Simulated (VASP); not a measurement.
# MgO (Cm) in VASP: further runs

MgO is run at these levels: LDA; tasks: single point.

Program: VASP 6.6.1. These are calculated values, not measurements. Logs are shortened: lines on timing, memory, paths and dates and some standing lists are left out, and cuts for length are marked.

### Step 1. The cell of the first run

It takes space group Cm (No. 8, monoclinic). Conventional cell: a = 5.884 Å, b = 5.884 Å, c = 4.161 Å, α = 90.00°, β = 90.00°, γ = 90.00°. Mg (site symmetry m) has 3 O at 1.72 to 1.86 Å within 2.3 Å. Within 2.8 Å of Mg (site symmetry m) lie 6 O at 2.08 Å and 1 Mg at 2.56 Å. Mg (site symmetry 1) has 6 O at 2.08 Å and 1 Mg at 2.46 Å within 2.8 Å. Within 2.5 Å of O (site symmetry 1) lie 6 Mg at 1.86 to 2.43 Å. O (site symmetry m) has 5 Mg at 1.72 to 2.08 Å within 2.3 Å. Within 2.8 Å of O (site symmetry m) lie 6 Mg at 2.08 Å.

### Step 2. Single point, LDA (atom 1 (Mg) moved by -0.416 Å along [1 1 0] and -0.416 Å along [0 0 1])

The input, INCAR:

```
ALGO = Normal ; EDIFF = 1E-6
ENCUT = 840 ; GGA_COMPAT = F
ISIF = 2 ; ISMEAR = 0
LASPH = T ; LCHARG = F
LREAL = F ; LWAVE = F
NBANDS = 42 ; NELM = 120
PREC = Accurate ; SIGMA = 0.05
```

The input, KPOINTS:

```
k-points
0
Gamma
  6 6 6
```

The input, POSCAR:

```
MgO
1.0
    4.1607146133      0.0000000000      0.0000000000
    0.0000000000     -4.1607146133      0.0000000000
    0.0000000000      0.0000000000     -4.1607146133
Mg O
4 4
Direct
   -0.0706985334      1.0706985334      1.0999828247
    0.5000000000      0.5000000000      1.0000000000
    0.5000000000      1.0000000000      0.5000000000
    0.0000000000      0.5000000000      0.5000000000
    0.5000000000      0.0000000000      0.0000000000
    0.0000000000      0.5000000000      0.0000000000
    0.0000000000      0.0000000000      0.5000000000
    0.5000000000      0.5000000000      0.5000000000
```

Potentials or basis: VASP PAW LDA potentials, release 64 (Mg_sv, O).

Run with:

```console
> cat potpaw_LDA.64/Mg_sv/POTCAR potpaw_LDA.64/O/POTCAR > POTCAR
> mpirun -np 1 vasp_std > vasp.out
```

OUTCAR:

```text
EDIFF = 1E-6
   ENCUT = 840
   ISIF = 2
   ISMEAR = 0
   LASPH = T
   LREAL = F
   NELM = 120
   PREC = Accurate

 ion  position               nearest neighbor table
   1  0.929  0.071  0.100-   7 1.72   6 1.86   5 1.86
   2  0.500  0.500  0.000-   5 2.08   6 2.08   8 2.08   8 2.08   5 2.08   6 2.08
   3  0.500  0.000  0.500-   5 2.08   7 2.08   8 2.08   5 2.08   8 2.08   7 2.08
   4  0.000  0.500  0.500-   6 2.08   7 2.08   8 2.08   6 2.08   7 2.08   8 2.08
   5  0.500  0.000  0.000-   1 1.86   2 2.08   3 2.08   3 2.08   2 2.08
   6  0.000  0.500  0.000-   1 1.86   2 2.08   4 2.08   4 2.08   2 2.08
   7  0.000  0.000  0.500-   1 1.72   3 2.08   4 2.08   4 2.08   3 2.08
   8  0.500  0.500  0.500-   2 2.08   3 2.08   4 2.08   2 2.08   3 2.08   4 2.08

  LATTYP: Found a simple cubic cell.
 ALAT       =     4.1607146133

  Lattice vectors:

 A1 = (   4.1607146133,   0.0000000000,   0.0000000000)
 A2 = (   0.0000000000,  -4.1607146133,   0.0000000000)
 A3 = (   0.0000000000,   0.0000000000,  -4.1607146133)

Analysis of symmetry for initial positions (statically):
=====================================================================
 Subroutine PRICEL returns:
 Original cell was already a primitive cell.

 Routine SETGRP: Setting up the symmetry group for a
 simple cubic supercell.

 Subroutine GETGRP returns: Found  2 space group operations
 (whereof  2 operations were pure point group operations)
 out of a pool of 48 trial point group operations.

The static configuration has the point symmetry C_1h.

Analysis of symmetry for dynamics (positions and initial velocities):
=====================================================================
 Subroutine PRICEL returns:
 Original cell was already a primitive cell.

 Routine SETGRP: Setting up the symmetry group for a
 simple cubic supercell.

 Subroutine GETGRP returns: Found  2 space group operations
 (whereof  2 operations were pure point group operations)
 out of a pool of 48 trial point group operations.

The dynamic configuration has the point symmetry C_1h.

 Subroutine INISYM returns: Found  2 space group operations
 (whereof  2 operations are pure point group operations),
 and found     1 'primitive' translations

----------------------------------------------------------------------------------------

                                     Primitive cell

  volume of cell :      72.0284
[... 106 lines left out ...]
   NFREE  =      0    steps in history (QN), initial steepest desc. (CG)
   ISIF   =      2    stress and relaxation
   ISYM   =      2    0-nonsym 1-usesym 2-fastsym
   POTIM  = 0.5000    time-step for ionic-motion
   TEBEG  =    0.0;   TEEND  =   0.0 temperature during run
   PSTRESS=    0.0 pullay stress
   NELECT =      64.0000    total number of electrons
   NUPDOWN=      -1.0000    fix difference up-down
   EMIN   =  10.00;   EMAX   =-10.00  energy-range for DOS
   EFERMI =   0.00;   METHOD = LEGACY
   ISMEAR =     0;   SIGMA  =   0.05  broadening in eV -4-tet -1-fermi 0-gaus
   EFERMI_NEDOS =   21; number of points for ismear=-14 and -15
   IALGO  =     38    algorithm
   IMIX   =      4    mixing-type and parameters
     AMIX     =   0.40;   BMIX     =  1.00
     AMIX_MAG =   1.60;   BMIX_MAG =  1.00
  volume/ion in A,a.u.               =       9.00        60.76
  Fermi-wavevector in a.u.,A,eV,Ry     =   1.573863  2.974170 33.702235  2.477044
  Thomas-Fermi vector in A             =   2.675083
   LORBIT       =      0    0 simple, 1 ext, 2 COOP (PROOUT), +10 PAW based schemes
   GGA     = CA    functional components
   LHFCALC =     F    Hartree Fock is set to
   AEXX    =    0.0000 exact exchange contribution
   IVDW    =     0    specifies the selected vdW correction
   LEPSILON=     F    determine dielectric tensor
   LRPA    =     F    only Hartree local field effects (RPA)
 non-spin polarized calculation
 Gauss-broadening in eV      SIGMA  =   0.05
  energy-cutoff  :      840.00
  volume of cell :       72.03
 maximum number of plane-waves:      4012
   NGX = 19   NGY = 19   NGZ = 19

 number of electron      63.9999994 magnetization

 Free energy of the ion-electron system (eV)
  ---------------------------------------------------
  ext. energy  EPLUGINS =         0.00000000
  ---------------------------------------------------
  free energy    TOTEN  =       -50.96722997 eV

  energy without entropy =      -50.96722997  energy(sigma->0) =      -50.96722997

 E-fermi :   3.0999     XC(G=0): -12.0863

 val. band max:        2.8449014840   @ k =   0.0000   0.0000   0.0000
 cond. band min:       7.7451874492   @ k =   0.0000   0.0000   0.0000
 fundamental gap:      4.9002859652
 Fermi energy:         3.0998842708

 k-point     1 :       0.0000    0.0000    0.0000
  band No.  band energies     occupation
      1     -68.5704      2.00000
      2     -68.5620      2.00000
      3     -68.4545      2.00000
      4     -68.1581      2.00000
      5     -36.1316      2.00000
      6     -36.1072      2.00000
[... 1069 lines left out ...]
     41      15.4635      0.00000
     42      16.1990      0.00000

 [... further k-points ...]

------------------------ aborting loop because EDIFF is reached ----------------------------------------

  FORCE on cell =-STRESS in cart. coord.  units (eV):
  Direction    XX          YY          ZZ          XY          YZ          ZX
  --------------------------------------------------------------------------------------
  -------------------------------------------------------------------------------------
  Total        3.6467807      3.6467807      7.6776816     -0.3657395     -0.9392737     -0.9392734
  in kB       81.1178525     81.1178525    170.7799542     -8.1353961    -20.8929102    -20.8929046
  external PRESSURE =     111.0052197 kB  Pullay stress =       0.0000000 kB

 VOLUME and BASIS-vectors are now :
 -----------------------------------------------------------------------------
  energy-cutoff  :      840.00
  volume of cell :       72.03
      direct lattice vectors                 reciprocal lattice vectors
     4.160714613  0.000000000  0.000000000     0.240343329  0.000000000  0.000000000
     0.000000000 -4.160714613  0.000000000     0.000000000 -0.240343329  0.000000000
     0.000000000  0.000000000 -4.160714613     0.000000000  0.000000000 -0.240343329

 POSITION                                       TOTAL-FORCE (eV/Angst)
 -----------------------------------------------------------------------------------
      3.86656     -0.29416     -0.41600         2.586724      2.586724      6.166701
      2.08036     -2.08036      0.00000        -0.891712     -0.891712      0.423908
      2.08036      0.00000     -2.08036        -1.110110      0.362650     -1.335358
      0.00000     -2.08036     -2.08036         0.362650     -1.110110     -1.335358
      2.08036      0.00000      0.00000        -1.002063     -0.253282     -0.390136
      0.00000     -2.08036      0.00000        -0.253282     -1.002063     -0.390136
      0.00000      0.00000     -2.08036         0.159132      0.159132     -3.314156
      2.08036     -2.08036     -2.08036         0.148661      0.148661      0.174535
 -----------------------------------------------------------------------------------
    total drift:                               -0.000544     -0.000544      0.000284

  FREE ENERGIE OF THE ION-ELECTRON SYSTEM (eV)
  ---------------------------------------------------
  free  energy   TOTEN  =       -50.9672299704 eV

  energy  without entropy=      -50.9672299704  energy(sigma->0) =      -50.96722997
```

OSZICAR:

```text
N       E                     dE             d eps       ncg     rms          rms(c)
DAV:   1     0.996250010061E+03    0.99625E+03   -0.52977E+04  5712   0.255E+03
DAV:   2     0.336111910908E+02   -0.96264E+03   -0.92672E+03  6268   0.721E+02
DAV:   3    -0.470026558848E+02   -0.80614E+02   -0.79848E+02  8054   0.177E+02
DAV:   4    -0.576417855076E+02   -0.10639E+02   -0.10559E+02  8664   0.516E+01
DAV:   5    -0.579899309546E+02   -0.34815E+00   -0.34801E+00  7016   0.860E+00    0.173E+01
DAV:   6    -0.511962442868E+02    0.67937E+01   -0.20416E+01  6942   0.234E+01    0.565E+00
DAV:   7    -0.510815972594E+02    0.11465E+00   -0.12228E+00  6806   0.637E+00    0.319E+00
DAV:   8    -0.509730288729E+02    0.10857E+00   -0.21895E-01  7264   0.346E+00    0.510E-01
DAV:   9    -0.509668794665E+02    0.61494E-02   -0.27707E-02  6906   0.107E+00    0.160E-01
DAV:  10    -0.509672409091E+02   -0.36144E-03   -0.35368E-03  7922   0.305E-01    0.120E-01
DAV:  11    -0.509672381565E+02    0.27526E-05   -0.25618E-04  7614   0.120E-01    0.414E-02
DAV:  12    -0.509672307097E+02    0.74468E-05   -0.69577E-05  6780   0.559E-02    0.109E-02
DAV:  13    -0.509672299704E+02    0.73922E-06   -0.48510E-06  6300   0.169E-02
   1 F= -.50967230E+02 E0= -.50967230E+02  d E =-.662929E-15
```

It took 4.5 min on 1 thread of Intel Xeon Platinum 8259CL at 2.50GHz (Skylake/Cascade Lake), shared host; peak memory 0.4 GiB.

What came out:

```yaml
Free_energy: -50.9672 eV
Pressure: 11.1 GPa
Largest_force: 7.170 eV/Å
Band_gap_on_the_k_mesh: 4.90 eV
```

Forces on the atoms (eV/Å):
```
Mg   2.587  2.587  6.167
Mg  -0.892 -0.892  0.424
Mg  -1.110  0.363 -1.335
Mg   0.363 -1.110 -1.335
O   -1.002 -0.253 -0.390
O   -0.253 -1.002 -0.390
O    0.159  0.159 -3.314
O    0.149  0.149  0.175
```

Stress tensor (GPa, compression positive):
```
 8.11 -0.81 -2.09
-0.81  8.11 -2.09
-2.09 -2.09 17.08
```

Levels at points of the mesh, in eV from the valence-band top:
```
           k point  band 30  band 31  band 32  band 33  band 34  band 35
(0.00, 0.00, 0.00)    -0.14    -0.14     0.00     4.90     8.45     9.06
(0.50, 0.00, 0.00)    -0.88    -0.85    -0.70     8.01     8.35    10.19
(0.00, 0.00, 0.50)    -0.98    -0.76    -0.63     7.87     8.38    10.13
(0.50, 0.50, 0.00)    -0.91    -0.77    -0.38     9.08     9.52     9.65
(0.00, 0.50, 0.50)    -0.84    -0.79    -0.43     9.01     9.50     9.69
(0.50, 0.50, 0.50)    -0.74    -0.44    -0.36     7.55     7.94     8.01
```

Caveat: the cell differs from its parent crystal (atom 1 (Mg) moved by -0.416 Å along [1 1 0] and -0.416 Å along [0 0 1]); the stress differs along the axes, from 8 to 17 GPa; forces of over 1 eV/Å act on the atoms, so gaps and moduli don't describe the material at rest.

### Step 3. Single point, LDA (atom 1 (Mg) moved by -0.520 Å along [1 1 0] and -0.312 Å along [0 0 1])

The input, INCAR:

```
ALGO = Normal
EDIFF = 1E-6
ENCUT = 840
GGA = CA
GGA_COMPAT = F
ISIF = 2
ISMEAR = 0
LASPH = T
LCHARG = F
LREAL = F
LWAVE = F
NBANDS = 42
NELM = 120
PREC = Accurate
SIGMA = 0.05
```

KPOINTS is that of step 2.

POSCAR, as its differences from that of step 2:

```diff
@@ -8,3 +8,3 @@
 Direct
-   -0.0706985334      1.0706985334      1.0999828247
+   -0.0883731667      1.0883731667      1.0749871186
     0.5000000000      0.5000000000      1.0000000000
```

Potentials or basis: VASP PAW LDA potentials, release 64 (Mg_sv, O).

Run with:

```console
> cat potpaw_LDA.64/Mg_sv/POTCAR potpaw_LDA.64/O/POTCAR > POTCAR
> mpirun -np 1 vasp_std > vasp.out
```

OUTCAR:

```text
EDIFF = 1E-6
   ENCUT = 840
   GGA = CA
   ISIF = 2
   ISMEAR = 0
   LASPH = T
   LREAL = F
   NELM = 120
   PREC = Accurate

 ion  position               nearest neighbor table
   1  0.912  0.088  0.075-   5 1.78   6 1.78   7 1.84
   2  0.500  0.500  0.000-   5 2.08   6 2.08   8 2.08   8 2.08   5 2.08   6 2.08
   3  0.500  0.000  0.500-   5 2.08   7 2.08   8 2.08   5 2.08   8 2.08   7 2.08
   4  0.000  0.500  0.500-   6 2.08   7 2.08   8 2.08   6 2.08   7 2.08   8 2.08
   5  0.500  0.000  0.000-   1 1.78   2 2.08   3 2.08   3 2.08   2 2.08
   6  0.000  0.500  0.000-   1 1.78   2 2.08   4 2.08   4 2.08   2 2.08
   7  0.000  0.000  0.500-   1 1.84   3 2.08   4 2.08   4 2.08   3 2.08
   8  0.500  0.500  0.500-   2 2.08   3 2.08   4 2.08   2 2.08   3 2.08   4 2.08

  LATTYP: Found a simple cubic cell.
 ALAT       =     4.1607146133

  Lattice vectors:

 A1 = (   4.1607146133,   0.0000000000,   0.0000000000)
 A2 = (   0.0000000000,  -4.1607146133,   0.0000000000)
 A3 = (   0.0000000000,   0.0000000000,  -4.1607146133)

Analysis of symmetry for initial positions (statically):
=====================================================================
 Subroutine PRICEL returns:
 Original cell was already a primitive cell.

 Routine SETGRP: Setting up the symmetry group for a
 simple cubic supercell.

 Subroutine GETGRP returns: Found  2 space group operations
 (whereof  2 operations were pure point group operations)
 out of a pool of 48 trial point group operations.

The static configuration has the point symmetry C_1h.

Analysis of symmetry for dynamics (positions and initial velocities):
=====================================================================
 Subroutine PRICEL returns:
 Original cell was already a primitive cell.

 Routine SETGRP: Setting up the symmetry group for a
 simple cubic supercell.

[... 139 lines left out ...]
  Thomas-Fermi vector in A             =   2.675083
   LORBIT       =      0    0 simple, 1 ext, 2 COOP (PROOUT), +10 PAW based schemes
   GGA     = CA    functional components
   LHFCALC =     F    Hartree Fock is set to
   AEXX    =    0.0000 exact exchange contribution
   IVDW    =     0    specifies the selected vdW correction
   LEPSILON=     F    determine dielectric tensor
   LRPA    =     F    only Hartree local field effects (RPA)
 non-spin polarized calculation
 Gauss-broadening in eV      SIGMA  =   0.05
  energy-cutoff  :      840.00
  volume of cell :       72.03
 maximum number of plane-waves:      4012
   NGX = 19   NGY = 19   NGZ = 19

 number of electron      63.9999993 magnetization

 Free energy of the ion-electron system (eV)
  ---------------------------------------------------
  ext. energy  EPLUGINS =         0.00000000
  ---------------------------------------------------
  free energy    TOTEN  =       -50.92009537 eV

  energy without entropy =      -50.92009537  energy(sigma->0) =      -50.92009537

 E-fermi :   3.2735     XC(G=0): -12.0845

 val. band max:        2.8495256979   @ k =   0.0000   0.0000   0.0000
 cond. band min:       7.7414178662   @ k =   0.0000   0.0000   0.0000
 fundamental gap:      4.8918921683
 Fermi energy:         3.2734506538

 k-point     1 :       0.0000    0.0000    0.0000
  band No.  band energies     occupation
      1     -68.5760      2.00000
      2     -68.5262      2.00000
      3     -68.5188      2.00000
      4     -68.1541      2.00000
      5     -36.1342      2.00000
      6     -36.0978      2.00000
[... 1069 lines left out ...]
     41      15.4657      0.00000
     42      16.0457      0.00000

 [... further k-points ...]

------------------------ aborting loop because EDIFF is reached ----------------------------------------

  FORCE on cell =-STRESS in cart. coord.  units (eV):
  Direction    XX          YY          ZZ          XY          YZ          ZX
  --------------------------------------------------------------------------------------
  -------------------------------------------------------------------------------------
  Total        5.6491803      5.6491803      4.0068803     -0.9926841     -0.6994892     -0.6994891
  in kB      125.6586051    125.6586051     89.1277959    -22.0809565    -15.5592186    -15.5592182
  external PRESSURE =     113.4816687 kB  Pullay stress =       0.0000000 kB

 VOLUME and BASIS-vectors are now :
 -----------------------------------------------------------------------------
  energy-cutoff  :      840.00
  volume of cell :       72.03
      direct lattice vectors                 reciprocal lattice vectors
     4.160714613  0.000000000  0.000000000     0.240343329  0.000000000  0.000000000
     0.000000000 -4.160714613  0.000000000     0.000000000 -0.240343329  0.000000000
     0.000000000  0.000000000 -4.160714613     0.000000000  0.000000000 -0.240343329

 POSITION                                       TOTAL-FORCE (eV/Angst)
 -----------------------------------------------------------------------------------
      3.79302     -0.36770     -0.31200         4.259390      4.259390      2.861006
      2.08036     -2.08036      0.00000        -1.290469     -1.290469      0.391844
      2.08036      0.00000     -2.08036        -1.169639      0.423046     -1.066432
      0.00000     -2.08036     -2.08036         0.423046     -1.169639     -1.066432
      2.08036      0.00000      0.00000        -1.998751     -0.103210     -0.076362
      0.00000     -2.08036      0.00000        -0.103210     -1.998751     -0.076362
      0.00000      0.00000     -2.08036        -0.295475     -0.295475     -1.129087
      2.08036     -2.08036     -2.08036         0.175109      0.175109      0.161824
 -----------------------------------------------------------------------------------
    total drift:                                0.000351      0.000351     -0.000050

  FREE ENERGIE OF THE ION-ELECTRON SYSTEM (eV)
  ---------------------------------------------------
  free  energy   TOTEN  =       -50.9200953699 eV

  energy  without entropy=      -50.9200953699  energy(sigma->0) =      -50.92009537
```

stdout:

```text
POSCAR found type information on POSCAR MgO
 POSCAR found :  2 types and       8 ions
 scaLAPACK will be used
 LDA part: xc-table for (Slater(with rela. corr.)+CA(PZ))
 , standard interpolation
 POSCAR, INCAR and KPOINTS ok, starting setup
 FFT: planning ... GRIDC
 FFT: planning ... GRID_SOFT
 FFT: planning ... GRID
 WAVECAR not read
 entering main loop
```

It took 5.9 min on 1 thread of Intel Xeon Platinum 8124M at 3.00GHz (Skylake/Cascade Lake), shared host; peak memory 0.4 GiB.

Results:

| Property | Result |
| --- | --- |
| Free energy | -50.9201 eV |
| Pressure | 11.3 GPa |
| Largest force | 6.669 eV/Å |
| Band gap on the k mesh | 4.89 eV |

Forces on the atoms (eV/Å):
```
Mg   4.259  4.259  2.861
Mg  -1.290 -1.290  0.392
Mg  -1.170  0.423 -1.066
Mg   0.423 -1.170 -1.066
O   -1.999 -0.103 -0.076
O   -0.103 -1.999 -0.076
O   -0.295 -0.295 -1.129
O    0.175  0.175  0.162
```

Stress tensor (GPa, compression positive):
```
12.57 -2.21 -1.56
-2.21 12.57 -1.56
-1.56 -1.56  8.91
```

Caveat: the cell differs from its parent crystal (atom 1 (Mg) moved by -0.520 Å along [1 1 0] and -0.312 Å along [0 0 1]); the cell stands under pressure; forces of over 1 eV/Å act on the atoms, so gaps and moduli don't describe the material at rest.
